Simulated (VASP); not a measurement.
# Ti (I4/mmm) in VASP: single point with PBE

Aim: the single point of Ti with PBE.

All numbers are computed with VASP 6.6.1; they aren't measurements. Logs are shortened: lines on timing, memory, paths and dates and some standing lists are left out, and cuts for length are marked.

### 1 The cell of the first run

It takes space group I4/mmm (No. 139, tetragonal). The conventional cell has a = 3.229 Å, b = 3.229 Å, c = 3.391 Å, α = 90.00°, β = 90.00°, γ = 90.00°. Within 3.7 Å of Ti (site symmetry 4/mmm) lie 14 Ti at 2.84 to 3.39 Å.

### 2 Single point, PBE

INCAR

```
PREC = Accurate
ENCUT = 520
EDIFF = 1E-7
ISMEAR = 0
SIGMA = 0.15
LREAL = F
LASPH = T
NELM = 60
ALGO = Fast
ISIF = 2
LWAVE = F
LCHARG = F
GGA = PE
NBANDS = 12
```

KPOINTS

```
Automatic mesh
0
Gamma
  22 22 22
```

POSCAR

```
Ti
1.0
   -1.6145276289      1.6145276289      1.6952540104
    1.6145276289     -1.6145276289      1.6952540104
    1.6145276289      1.6145276289     -1.6952540104
Ti
1
Direct
    0.0000000000      0.0000000000      0.0000000000
```

Potentials or basis: VASP PAW PBE potentials, release 64 (Ti_sv).

Started as:

```bash
cat potpaw_PBE.64/Ti_sv/POTCAR > POTCAR
mpirun -np 1 vasp_std > vasp.out
```

OUTCAR:

```text
PREC = Accurate
   ENCUT = 520
   EDIFF = 1E-7
   ISMEAR = 0
   LREAL = F
   LASPH = T
   NELM = 60
   ISIF = 2
   GGA = PE

 ion  position               nearest neighbor table
   1  0.000  0.000  0.000-

  LATTYP: Found a body centered tetragonal cell.
 ALAT       =     3.2290552578
 C/A-ratio  =     1.0500000000

  Lattice vectors:

 A1 = (  -1.6145276289,   1.6145276289,   1.6952540104)
 A2 = (   1.6145276289,  -1.6145276289,   1.6952540104)
 A3 = (   1.6145276289,   1.6145276289,  -1.6952540104)

Analysis of symmetry for initial positions (statically):
=====================================================================
 Subroutine PRICEL returns:
 Original cell was already a primitive cell.

 Routine SETGRP: Setting up the symmetry group for a
 body centered tetragonal supercell.

 Subroutine GETGRP returns: Found 16 space group operations
 (whereof 16 operations were pure point group operations)
 out of a pool of 16 trial point group operations.

The static configuration has the point symmetry D_4h.

Analysis of symmetry for dynamics (positions and initial velocities):
=====================================================================
 Subroutine PRICEL returns:
 Original cell was already a primitive cell.

 Routine SETGRP: Setting up the symmetry group for a
 body centered tetragonal supercell.

 Subroutine GETGRP returns: Found 16 space group operations
 (whereof 16 operations were pure point group operations)
 out of a pool of 16 trial point group operations.

The dynamic configuration has the point symmetry D_4h.

 Subroutine INISYM returns: Found 16 space group operations
 (whereof 16 operations are pure point group operations),
 and found     1 'primitive' translations

----------------------------------------------------------------------------------------

                                     Primitive cell

  volume of cell :      17.6761

  direct lattice vectors                    reciprocal lattice vectors
    -1.614527629  1.614527629  1.695254010     0.000000000  0.309688104  0.294941051
     1.614527629 -1.614527629  1.695254010     0.309688104  0.000000000  0.294941051
     1.614527629  1.614527629 -1.695254010     0.309688104  0.309688104  0.000000000

  length of vectors
     2.843815235  2.843815235  2.843815235     0.427664524  0.427664524  0.437965117

  position of ions in fractional coordinates (direct lattice)
     0.000000000  0.000000000  0.000000000

  ion indices of the primitive-cell ions
   primitive index   ion index
                 1           1

[... 77 lines left out ...]
   ISIF   =      2    stress and relaxation
   ISYM   =      2    0-nonsym 1-usesym 2-fastsym
   POTIM  = 0.5000    time-step for ionic-motion
   TEBEG  =    0.0;   TEEND  =   0.0 temperature during run
   PSTRESS=    0.0 pullay stress
   NELECT =      12.0000    total number of electrons
   NUPDOWN=      -1.0000    fix difference up-down
   EMIN   =  10.00;   EMAX   =-10.00  energy-range for DOS
   EFERMI =   0.00;   METHOD = LEGACY
   ISMEAR =     0;   SIGMA  =   0.15  broadening in eV -4-tet -1-fermi 0-gaus
   EFERMI_NEDOS =   21; number of points for ismear=-14 and -15
   IALGO  =     68    algorithm
   IMIX   =      4    mixing-type and parameters
     AMIX     =   0.40;   BMIX     =  1.00
     AMIX_MAG =   1.60;   BMIX_MAG =  1.00
  volume/ion in A,a.u.               =      17.68       119.28
  Fermi-wavevector in a.u.,A,eV,Ry     =   1.438821  2.718977 28.166848  2.070205
  Thomas-Fermi vector in A             =   2.557745
   LORBIT       =      0    0 simple, 1 ext, 2 COOP (PROOUT), +10 PAW based schemes
   GGA     = PE    functional components
   LHFCALC =     F    Hartree Fock is set to
   AEXX    =    0.0000 exact exchange contribution
   IVDW    =     0    specifies the selected vdW correction
   LEPSILON=     F    determine dielectric tensor
   LRPA    =     F    only Hartree local field effects (RPA)
 non-spin polarized calculation
 RMM-DIIS sequential band-by-band and
 Gauss-broadening in eV      SIGMA  =   0.15
  energy-cutoff  :      520.00
  volume of cell :       17.68
 maximum number of plane-waves:       490
 NGX is ok and might be reduce to    24
   NGX = 11   NGY = 11   NGZ = 11

 number of electron      12.0000001 magnetization

 Free energy of the ion-electron system (eV)
  ---------------------------------------------------
  ext. energy  EPLUGINS =         0.00000000
  ---------------------------------------------------
  free energy    TOTEN  =        -7.73593679 eV

  energy without entropy =       -7.70863890  energy(sigma->0) =       -7.72228785

 E-fermi :   7.9131     XC(G=0): -11.4119

 val. band max:        7.9129781854   @ k =   0.1818   0.1818   0.0455
 cond. band min:       7.9135683702   @ k =  -0.0909  -0.4545   0.0909
 fundamental gap:      0.0005901848
 Fermi energy:         7.9131414180

 k-point     1 :       0.0000    0.0000    0.0000
  band No.  band energies     occupation
      1     -48.6658      2.00000
      2     -24.5432      2.00000
      3     -24.5432      2.00000
      4     -24.5394      2.00000
      5       1.9901      2.00000
      6       8.7775      0.00000
      7       8.7775      0.00000
      8       9.1044      0.00000
      9      10.3862      0.00000
     10      10.7650      0.00000
     11      24.6571      0.00000
     12      25.4850      0.00000
[... 331 lines left out ...]
 k-point    24 :      -0.4545    0.0455    0.0000
  band No.  band energies     occupation
      1     -48.5499      2.00000
      2     -25.1475      2.00000
      3     -24.7288      2.00000
      4     -24.5464      2.00000
      5       5.4600      2.00000
      6       7.7179      1.93433
      7       8.5600      0.00000
      8      10.3658      0.00000
      9      10.9611      0.00000
     10      11.9200      0.00000
     11      16.8871      0.00000
     12      21.5337      0.00000

 [... further k-points ...]
[... 5 lines left out ...]
  --------------------------------------------------------------------------------------
  -------------------------------------------------------------------------------------
  Total       -0.3224085     -0.3224085     -0.2055784      0.0000000      0.0000000      0.0000000
  in kB      -29.2234421    -29.2234421    -18.6338371      0.0000000      0.0000000      0.0000000
  external PRESSURE =     -25.6935738 kB  Pullay stress =       0.0000000 kB

 VOLUME and BASIS-vectors are now :
 -----------------------------------------------------------------------------
  energy-cutoff  :      520.00
  volume of cell :       17.68
      direct lattice vectors                 reciprocal lattice vectors
    -1.614527629  1.614527629  1.695254010     0.000000000  0.309688104  0.294941051
     1.614527629 -1.614527629  1.695254010     0.309688104  0.000000000  0.294941051
     1.614527629  1.614527629 -1.695254010     0.309688104  0.309688104  0.000000000

 POSITION                                       TOTAL-FORCE (eV/Angst)
 -----------------------------------------------------------------------------------
      0.00000      0.00000      0.00000         0.000000     -0.000000      0.000000
 -----------------------------------------------------------------------------------
    total drift:                                0.000000      0.000000     -0.000000

  FREE ENERGIE OF THE ION-ELECTRON SYSTEM (eV)
  ---------------------------------------------------
  free  energy   TOTEN  =        -7.7359367901 eV

  energy  without entropy=       -7.7086389041  energy(sigma->0) =       -7.72228785
```

OSZICAR:

```text
N       E                     dE             d eps       ncg     rms          rms(c)
DAV:   1     0.873900486801E+02    0.87390E+02   -0.65516E+03 20044   0.120E+03
DAV:   2    -0.441984480775E+01   -0.91810E+02   -0.89494E+02 20424   0.297E+02
DAV:   3    -0.871892127444E+01   -0.42991E+01   -0.42478E+01 28144   0.653E+01
[... 18 lines left out ...]
RMM:  22    -0.773593622261E+01   -0.27192E-06   -0.26566E-06 19003   0.577E-03    0.565E-04
RMM:  23    -0.773593646603E+01   -0.24342E-06   -0.25244E-06 16590   0.446E-03    0.430E-04
RMM:  24    -0.773593660348E+01   -0.13746E-06   -0.13709E-06 15142   0.358E-03    0.431E-04
RMM:  25    -0.773593670847E+01   -0.10499E-06   -0.11474E-06 16321   0.320E-03    0.708E-05
RMM:  26    -0.773593679014E+01   -0.81670E-07   -0.80500E-07 13530   0.239E-03
   1 F= -.77359368E+01 E0= -.77222878E+01  d E =-.272979E-01
```

Wall time 7.2 min (1 thread of Intel Xeon Platinum 8259CL at 2.50GHz (Skylake/Cascade Lake), shared host); peak memory 0.28 GiB.

Results:

```yaml
Free_energy: -7.7359 eV
Pressure: -2.6 GPa
Band_gap_on_the_k_mesh: zero (band 6 reaches 8.84 eV, above the bottom of band 7 at 7.29 eV)
```

Stress tensor (GPa, compression positive):
```
-2.92  0.00  0.00
 0.00 -2.92  0.00
 0.00  0.00 -1.86
```
